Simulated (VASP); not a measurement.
Wanted: the native input for a VASP 6.6.1 run.

| Quantity | Value |
| --- | --- |
| Task | single point |
| Functional | PBEsol |
| Potentials or basis | VASP PAW PBE potentials, release 64 (W_sv, Se) |
| Cutoff | 520 eV |
| k mesh | 14 × 14 × 14 |
| Occupations | gaussian, width 0.1 eV |
| Spin | collinear spin |
| Starting moments | [2.5, 0.0] μB |
| Dipole correction | no |
| Further INCAR settings | ALGO = Normal; EDIFF = 1e-07; NBANDS = 21 |

The structure of WSe lies in POSCAR:

```
WSe
1.0
    0.0000000000      2.7923343784      2.7923343784
    2.7923343784      0.0000000000      2.7923343784
    2.7923343784      2.7923343784      0.0000000000
W Se
1 1
Direct
    0.0000000000      0.0000000000      0.0000000000
    0.2500000000      0.2500000000      0.2500000000
```

One way to write it, as run:

INCAR

```
PREC = Accurate
ENCUT = 520
EDIFF = 1E-7
ISMEAR = 0
SIGMA = 0.1
LREAL = F
LASPH = T
NELM = 150
ALGO = Normal
ISIF = 2
LWAVE = F
LCHARG = T
ISPIN = 2
MAGMOM = 2.5 0
LORBIT = 11
LMAXMIX = 4
GGA = PS
LELF = T
LVHAR = T
NBANDS = 21
```

KPOINTS

```
regular mesh
0
Gamma
  14 14 14
```

Potentials or basis: VASP PAW PBE potentials, release 64 (W_sv, Se).

Launch:

```sh
$ cat potpaw_PBE.64/W_sv/POTCAR potpaw_PBE.64/Se/POTCAR > POTCAR
$ mpirun -np 1 vasp_std > vasp.out
```

It gave:

```
Pressure                                              : 0.4 GPa
Band gap on the k mesh                                : zero (filled and empty bands overlap)
Net moment                                            : 0.00 μB per cell
Valence electrons inside the program's atomic spheres : W 12.10; Se 4.04
```

Caveat: the PAW data sets were made with another functional, which shifts forces and pressure a little; spin-orbit coupling is left out, which moves the levels of the heavy elements.

Wall time 2.3 min on 1 thread of AMD EPYC 9R45 96-Core Processor (Zen 5) (shared host), peak memory 0.26 GiB.
